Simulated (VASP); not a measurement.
# DyBe (Cmcm) in VASP: relaxation of cell and atoms with PBE

Aim: the relaxation of cell and atoms of DyBe with PBE.

Everything below comes from runs of VASP 6.6.1. Logs are shortened: lines on timing, memory, paths and dates and some standing lists are left out, and cuts for length are marked.

### 1 The cell of the first run

Symmetry: Cmcm, No. 63, orthorhombic system. The conventional cell has a = 4.354 Å, b = 10.404 Å, c = 3.560 Å, α = 90.00°, β = 90.00°, γ = 90.00°. Within 3.9 Å of Dy (site symmetry m2m) lie 7 Be at 2.94 to 3.15 Å and 8 Dy at 3.42 to 3.62 Å. Be (site symmetry m2m) has 2 Be at 2.14 Å within 2.8 Å.

The cell was generated, and may not be a known phase.

### 2 Relaxation of cell and atoms, PBE

File INCAR:

```
SYSTEM = DyBe
PREC = Accurate
ENCUT = 600
EDIFF = 1E-7
ISMEAR = 0
SIGMA = 0.2
LREAL = .FALSE.
LASPH = .TRUE.
NELM = 200
ALGO = Normal
ISIF = 3
LWAVE = .FALSE.
LCHARG = .FALSE.
GGA = PE
IBRION = 2
NSW = 36
EDIFFG = -0.08
GGA_COMPAT = .FALSE.
NELMIN = 4
LMAXMIX = 6
```

File KPOINTS:

```
regular mesh
0
G
  5 5 6
  0 0 0
```

File POSCAR:

```
DyBe
1.0
    2.1769938400     -5.2021839200      0.0000000000
    2.1769938400      5.2021839200      0.0000000000
    0.0000000000      0.0000000000      3.5604539300
Dy Be
2 2
Direct
    0.1401072600      0.8598927400      0.2500000000
    0.8598927400      0.1401072600      0.7500000000
    0.4428572700      0.5571427300      0.2500000000
    0.5571427300      0.4428572700      0.7500000000
```

Potentials or basis: VASP PAW PBE potentials, release 64 (Dy_3, Be), 4f in core.

The run is started by

```sh
$ cat potpaw_PBE.64/Dy_3/POTCAR potpaw_PBE.64/Be/POTCAR > POTCAR
$ mpirun -np 1 vasp_std > vasp.out
```

OUTCAR:

```text
SYSTEM = DyBe
   PREC = Accurate
   ENCUT = 600
   EDIFF = 1E-7
   ISMEAR = 0
   LREAL = .FALSE.
   LASPH = .TRUE.
   NELM = 200
   ISIF = 3
   GGA = PE
   IBRION = 2
   NSW = 36
   EDIFFG = -0.08
   NELMIN = 4

 ion  position               nearest neighbor table
   1  0.140  0.860  0.250-   4 2.94   4 2.94   4 2.94   4 2.94   3 2.99   3 2.99   2 3.42   2 3.42
                             2 3.62   2 3.62   2 3.62   2 3.62
   2  0.860  0.140  0.750-   3 2.94   3 2.94   3 2.94   3 2.94   4 2.99   4 2.99   1 3.42   1 3.42
                             1 3.62   1 3.62   1 3.62   1 3.62
   3  0.443  0.557  0.250-   4 2.14   4 2.14   2 2.94   2 2.94   2 2.94   2 2.94   1 2.99   1 2.99

   4  0.557  0.443  0.750-   3 2.14   3 2.14   1 2.94   1 2.94   1 2.94   1 2.94   2 2.99   2 2.99

  LATTYP: Found a base centered orthorhombic cell.
 ALAT       =     4.3539876800
 B/A-ratio  =     2.3896181167
 C/A-ratio  =     0.8177455224

  Lattice vectors:

 A1 = (   2.1769938400,  -5.2021839200,   0.0000000000)
 A2 = (   2.1769938400,   5.2021839200,   0.0000000000)
 A3 = (   0.0000000000,   0.0000000000,   3.5604539300)

Analysis of symmetry for initial positions (statically):
=====================================================================
 Subroutine PRICEL returns:
 Original cell was already a primitive cell.

 Routine SETGRP: Setting up the symmetry group for a
 base centered orthorhombic supercell.

 Subroutine GETGRP returns: Found  8 space group operations
 (whereof  4 operations were pure point group operations)
 out of a pool of  8 trial point group operations.

The static configuration has the point symmetry C_2h.
 The point group associated with its full space group is D_2h.

Analysis of symmetry for dynamics (positions and initial velocities):
=====================================================================
 Subroutine PRICEL returns:
 Original cell was already a primitive cell.

 Routine SETGRP: Setting up the symmetry group for a
 base centered orthorhombic supercell.

 Subroutine GETGRP returns: Found  8 space group operations
 (whereof  4 operations were pure point group operations)
 out of a pool of  8 trial point group operations.

The dynamic configuration has the point symmetry C_2h.
 The point group associated with its full space group is D_2h.

 Subroutine INISYM returns: Found  8 space group operations
 (whereof  4 operations are pure point group operations),
 and found     1 'primitive' translations

----------------------------------------------------------------------------------------

                                     Primitive cell

  volume of cell :      80.6452

  direct lattice vectors                    reciprocal lattice vectors
     2.176993840 -5.202183920  0.000000000     0.229674513 -0.096113480  0.000000000
     2.176993840  5.202183920  0.000000000     0.229674513  0.096113480  0.000000000
     0.000000000  0.000000000  3.560453930     0.000000000  0.000000000  0.280863064

  length of vectors
     5.639327949  5.639327949  3.560453930     0.248974262  0.248974262  0.280863064

  position of ions in fractional coordinates (direct lattice)
     0.140107260  0.859892740  0.250000000
     0.859892740  0.140107260  0.750000000
     0.442857270  0.557142730  0.250000000
     0.557142730  0.442857270  0.750000000

  ion indices of the primitive-cell ions
   primitive index   ion index
                 1           1
                 2           2
                 3           3
                 4           4

----------------------------------------------------------------------------------------

 KPOINTS: regular mesh

Automatic generation of k-mesh.
 Grid dimensions read from file:
 generate k-points for:    5    5    6

 Generating k-lattice:

  Cartesian coordinates                     Fractional coordinates (reciprocal lattice)
     0.045934903 -0.019222696  0.000000000     0.200000000  0.000000000  0.000000000
     0.045934903  0.019222696  0.000000000     0.000000000  0.200000000  0.000000000
     0.000000000  0.000000000  0.046810511     0.000000000  0.000000000  0.166666667

  Length of vectors
     0.049794852  0.049794852  0.046810511

  Shift w.r.t. Gamma in fractional coordinates (k-lattice)
     0.000000000  0.000000000  0.000000000

 Subroutine IBZKPT returns following result:
 ===========================================

 Found     36 irreducible k-points:

 Following reciprocal coordinates:
            Coordinates               Weight
  0.000000  0.000000  0.000000      1.000000
  0.200000  0.000000  0.000000      4.000000
  0.400000  0.000000  0.000000      4.000000
  0.200000  0.200000  0.000000      2.000000
  0.400000  0.200000  0.000000      4.000000
 -0.400000  0.200000  0.000000      4.000000
[... 16 lines left out ...]
  0.400000  0.200000  0.333333      8.000000
 -0.400000  0.200000  0.333333      8.000000
 [... further k-points ...]
   k-points           NKPTS =     36   k-points in BZ     NKDIM =     36   number of bands    NBANDS=     15
   number of dos      NEDOS =    301   number of ions     NIONS =      4
   total plane-waves  NPLWV =  64512
   dimension x,y,z NGX =    48 NGY =   48 NGZ =   28
   dimension x,y,z NGXF=    96 NGYF=   96 NGZF=   56
   ions per type =               2   2
   NGX,Y,Z   is equivalent  to a cutoff of  14.15, 14.15, 13.07 a.u.
   NGXF,Y,Z  is equivalent  to a cutoff of  28.30, 28.30, 26.15 a.u.
 SYSTEM =  DyBe
   PREC   = accura    normal or accurate (medium, high low for compatibility)
   ISTART =      0    job   : 0-new  1-cont  2-samecut
   ICHARG =      2    charge: 1-file 2-atom 10-const
   ISPIN  =      1    spin polarized calculation?
   LNONCOLLINEAR =      F non collinear calculations
   LSORBIT =      F    spin-orbit coupling
   LASPH  =      T    aspherical Exc in radial PAW
   ENCUT  =  600.0 eV  44.10 Ry    6.64 a.u.  11.26 11.26  7.11*2*pi/ulx,y,z
   NELM   =    200;   NELMIN=  4; NELMDL= -5     # of ELM steps
   EDIFF  = 0.1E-06   stopping-criterion for ELM
   LREAL  =      F    real-space projection
   EDIFFG = -.8E-01   stopping-criterion for IOM
   NSW    =     36    number of steps for IOM
   IBRION =      2    ionic relax: 0-MD 1-quasi-New 2-CG
   NFREE  =      1    steps in history (QN), initial steepest desc. (CG)
   ISIF   =      3    stress and relaxation
   ISYM   =      2    0-nonsym 1-usesym 2-fastsym
   POTIM  = 0.5000    time-step for ionic-motion
   TEBEG  =    0.0;   TEEND  =   0.0 temperature during run
   PSTRESS=    0.0 pullay stress
   NELECT =      22.0000    total number of electrons
   NUPDOWN=      -1.0000    fix difference up-down
   EMIN   =  10.00;   EMAX   =-10.00  energy-range for DOS
   EFERMI =   0.00;   METHOD = LEGACY
   ISMEAR =     0;   SIGMA  =   0.20  broadening in eV -4-tet -1-fermi 0-gaus
   EFERMI_NEDOS =   21; number of points for ismear=-14 and -15
   IALGO  =     38    algorithm
   IMIX   =      4    mixing-type and parameters
     AMIX     =   0.40;   BMIX     =  1.00
     AMIX_MAG =   1.60;   BMIX_MAG =  1.00
  volume/ion in A,a.u.               =      20.16       136.06
  Fermi-wavevector in a.u.,A,eV,Ry     =   1.061752  2.006420 15.338075  1.127317
  Thomas-Fermi vector in A             =   2.197179
   LORBIT       =      0    0 simple, 1 ext, 2 COOP (PROOUT), +10 PAW based schemes
   GGA     = PE    functional components
   LHFCALC =     F    Hartree Fock is set to
   AEXX    =    0.0000 exact exchange contribution
   IVDW    =     0    specifies the selected vdW correction
   LEPSILON=     F    determine dielectric tensor
   LRPA    =     F    only Hartree local field effects (RPA)
 conjugate gradient relaxation of ions
 non-spin polarized calculation
 Gauss-broadening in eV      SIGMA  =   0.20
  energy-cutoff  :      600.00
  volume of cell :       80.65
 maximum number of plane-waves:      2714
 NGX is ok and might be reduce to    48
   NGX = 23   NGY = 23   NGZ = 15

--------------------------------------- Ionic step        1  -------------------------------------------

 number of electron      22.0000000 magnetization

 Free energy of the ion-electron system (eV)
  ---------------------------------------------------
  ext. energy  EPLUGINS =         0.00000000
  ---------------------------------------------------
  free energy    TOTEN  =       -16.09108837 eV

  energy without entropy =      -15.98375519  energy(sigma->0) =      -16.03742178

------------------------ aborting loop because EDIFF is reached ----------------------------------------

  FORCE on cell =-STRESS in cart. coord.  units (eV):
  Direction    XX          YY          ZZ          XY          YZ          ZX
  --------------------------------------------------------------------------------------
  -------------------------------------------------------------------------------------
  Total       -0.4261195      0.1692811      1.5939436      0.0000000     -0.0000000      0.0000000
  in kB       -8.4657164      3.3631069     31.6668781      0.0000000     -0.0000000      0.0000000
  external PRESSURE =       8.8547562 kB  Pullay stress =       0.0000000 kB
[... 95 lines left out ...]
  FREE ENERGIE OF THE ION-ELECTRON SYSTEM (eV)
  ---------------------------------------------------
  free  energy   TOTEN  =       -16.1280495830 eV

  energy  without entropy=      -16.0007808175  energy(sigma->0) =      -16.06441520

 E-fermi :   3.3264     XC(G=0):  -9.9525

 val. band max:        3.2775527650   @ k =  -0.2000   0.2000   0.3333
 cond. band min:       3.3405246548   @ k =   0.4000   0.4000   0.3333
 fundamental gap:      0.0629718898
 Fermi energy:         3.3264034675

 k-point     1 :       0.0000    0.0000    0.0000
  band No.  band energies     occupation
      1     -19.9969      2.00000
      2     -19.8198      2.00000
      3     -19.7379      2.00000
      4     -19.5405      2.00000
      5     -19.5221      2.00000
      6     -19.4499      2.00000
      7      -3.0506      2.00000
      8       1.0723      2.00000
      9       2.2632      2.00000
     10       2.4677      2.00000
     11       3.5415      0.12829
     12       3.8769      0.00010
     13       4.6851      0.00000
     14       4.9522      0.00000
[... 401 lines left out ...]
      2     -19.8865      2.00000
      3     -19.7464      2.00000
      4     -19.5846      2.00000
      5     -19.5651      2.00000
      6     -19.4633      2.00000
      7      -1.2084      2.00000
      8       0.6858      2.00000
      9       1.3463      2.00000
     10       2.5105      2.00000
     11       3.0917      1.90306
     12       3.6186      0.03884
     13       4.2805      0.00000
     14       4.7346      0.00000
     15       6.1408      0.00000

 [... further k-points ...]

[... ionic steps 4 to 26 ...]

--------------------------------------- Ionic step       27  -------------------------------------------

 number of electron      22.0000001 magnetization

------------------------ aborting loop because EDIFF is reached ----------------------------------------
[... 71 lines left out ...]
--------------------------------------- Ionic step       29  -------------------------------------------

 number of electron      22.0000001 magnetization

 Free energy of the ion-electron system (eV)
  ---------------------------------------------------
  ext. energy  EPLUGINS =         0.00000000
  ---------------------------------------------------
  free energy    TOTEN  =       -16.55467922 eV

  energy without entropy =      -16.50874387  energy(sigma->0) =      -16.53171154

 E-fermi :   3.4702     XC(G=0): -10.0842

 val. band max:        3.4631279882   @ k =  -0.2000   0.2000   0.3333
 cond. band min:       3.4895385710   @ k =   0.4000   0.4000   0.3333
 fundamental gap:      0.0264105828
 Fermi energy:         3.4702012336

 k-point     1 :       0.0000    0.0000    0.0000
  band No.  band energies     occupation
      1     -19.7350      2.00000
      2     -19.6891      2.00000
      3     -19.6862      2.00000
      4     -19.3367      2.00000
      5     -19.3340      2.00000
      6     -19.2499      2.00000
      7      -2.9525      2.00000
      8       1.6869      2.00000
      9       1.9015      2.00000
     10       2.1557      2.00000
     11       3.3223      1.70434
     12       4.7596      0.00000
     13       5.0617      0.00000
     14       5.3028      0.00000
[... 401 lines left out ...]
      2     -19.7094      2.00000
      3     -19.6412      2.00000
      4     -19.4063      2.00000
      5     -19.3789      2.00000
      6     -19.2607      2.00000
      7      -1.0807      2.00000
      8       0.6677      2.00000
      9       1.5869      2.00000
     10       2.6180      2.00000
     11       3.2648      1.85368
     12       3.8114      0.01584
     13       5.3011      0.00000
     14       5.3492      0.00000
     15       6.0214      0.00000

 [... further k-points ...]

------------------------ aborting loop because EDIFF is reached ----------------------------------------

  FORCE on cell =-STRESS in cart. coord.  units (eV):
  Direction    XX          YY          ZZ          XY          YZ          ZX
  --------------------------------------------------------------------------------------
  -------------------------------------------------------------------------------------
  Total       -0.0150813      0.1962483     -0.2359877      0.0000000      0.0000000      0.0000000
  in kB       -0.3084280      4.0134891     -4.8262017      0.0000000      0.0000000      0.0000000
  external PRESSURE =      -0.3737135 kB  Pullay stress =       0.0000000 kB
[... 19 lines left out ...]
  FREE ENERGIE OF THE ION-ELECTRON SYSTEM (eV)
  ---------------------------------------------------
  free  energy   TOTEN  =       -16.5546792168 eV

  energy  without entropy=      -16.5087438725  energy(sigma->0) =      -16.53171154

 reached required accuracy - stopping structural energy minimisation
```

It took 9.6 min on 1 thread of Intel Xeon 6975P-C (Granite Rapids), shared host; peak memory 0.27 GiB.

What came out:

| Item | Value |
| --- | --- |
| Free energy | -16.5547 eV |
| Relaxed volume | 19.59 Å³/atom |
| Relaxed cell | a = 4.762 Å, b = 4.762 Å, c = 4.049 Å, α = 90.00°, β = 90.00°, γ = 121.45° |
| Space group after relaxing (to 0.1 Å) | Cmcm (No. 63) |
| Energy gained by relaxing | 115.9 meV/atom |
| Ionic steps | 29 |
| Pressure after relaxing | 0.0 GPa |
| Largest force after relaxing | 0.066 eV/Å |
| Band gap on the k mesh | zero (bands 11 and 12 overlap by 1.42 eV) |

Forces in eV/Å, atoms in the order of the input:
```
Dy   0.000  0.012  0.000
Dy   0.000 -0.012  0.000
Be   0.000 -0.066  0.000
Be   0.000  0.066  0.000
```

Stress tensor (GPa, compression positive):
```
-0.03  0.00  0.00
 0.00  0.40  0.00
 0.00  0.00 -0.48
```

The path:
| step | energy change (eV) | largest force (eV/Å) | pressure (GPa) | volume (Å³) |
| --- | --- | --- | --- | --- |
| 1 | 0.0000 | 0.0545 | 0.89 | 80.65 |
| 2 | -0.0258 | 0.0730 | 0.08 | 81.94 |
| 3 | -0.0370 | 0.2111 | -1.42 | 84.50 |
| 4 | -0.0573 | 0.2499 | -1.06 | 83.94 |
| 5 | -0.1220 | 0.2997 | -0.02 | 82.10 |
| 6 | 0.1054 | 0.6890 | 3.73 | 77.69 |
| 7 | -0.1275 | 0.2998 | 0.26 | 81.64 |
| 8 | -0.1294 | 0.2804 | 0.58 | 81.16 |
| 9 | -0.1479 | 0.2512 | 0.47 | 81.05 |
| 10 | -0.1520 | 0.2850 | 0.44 | 80.96 |
| 11 | -0.1888 | 0.2552 | 0.00 | 81.25 |
| 12 | -0.2732 | 0.3764 | -1.16 | 82.00 |
| 13 | -0.3050 | 0.6882 | -2.65 | 83.05 |
| 14 | -0.3166 | 0.5444 | -2.18 | 82.68 |
| 15 | -0.3596 | 0.4945 | -1.26 | 81.09 |
| 16 | -0.3836 | 0.4164 | 0.23 | 78.83 |
| 17 | -0.4045 | 0.2834 | 0.37 | 78.64 |
| 18 | -0.4222 | 0.2335 | 0.72 | 78.23 |
| 19 | -0.4320 | 0.1488 | -0.14 | 79.17 |
| 20 | -0.4333 | 0.1020 | -0.62 | 79.70 |
| 21 | -0.4410 | 0.0874 | -0.41 | 79.27 |
| 22 | -0.4442 | 0.1816 | -0.14 | 78.76 |
| 23 | -0.4496 | 0.1228 | 0.31 | 78.17 |
| 24 | -0.4507 | 0.0818 | 0.65 | 77.73 |
| 25 | -0.4548 | 0.0496 | 0.31 | 78.13 |
| 26 | -0.4570 | 0.1407 | -0.21 | 78.75 |
| 27 | -0.4599 | 0.1001 | -0.29 | 78.77 |
| 28 | -0.4612 | 0.0462 | -0.36 | 78.79 |
| 29 | -0.4636 | 0.0662 | -0.04 | 78.34 |

Final structure:
```cif
data_structure
_symmetry_space_group_name_H-M 'P 1'
_symmetry_Int_Tables_number 1
_cell_length_a 4.7623
_cell_length_b 4.7623
_cell_length_c 4.0493
_cell_angle_alpha 90.000
_cell_angle_beta 90.000
_cell_angle_gamma 121.454
_cell_volume 78.34
loop_
_atom_site_label
_atom_site_type_symbol
_atom_site_fract_x
_atom_site_fract_y
_atom_site_fract_z
_atom_site_occupancy
Dy1 Dy 0.16351 0.83649 0.25000 1
Dy2 Dy 0.83649 0.16351 0.75000 1
Be1 Be 0.49095 0.50905 0.25000 1
Be2 Be 0.50905 0.49095 0.75000 1
```

Levels at points of the mesh, in eV from the Fermi level:
| k point | band 9 | band 10 | band 11 | band 12 | band 13 | band 14 |
| --- | --- | --- | --- | --- | --- | --- |
| (0.00, 0.00, 0.00) | -1.57 | -1.31 | -0.15 | 1.29 | 1.59 | 1.83 |
| (0.00, 0.00, 0.50) | -1.08 | -1.08 | -1.05 | -1.05 | 3.38 | 3.38 |

Caveat: a cell axis changed by over 15 % at a fixed basis, so the end point is rough; spin-orbit coupling is left out, which moves the levels of the heavy elements; the 4f electrons are frozen in the core, so they carry no moment and show no levels; the relaxation stopped at a loose force limit of 0.08 eV/Å, so its end isn't a converged minimum.

The gap in the log of VASP goes by the Fermi energy; the results here count the filled bands.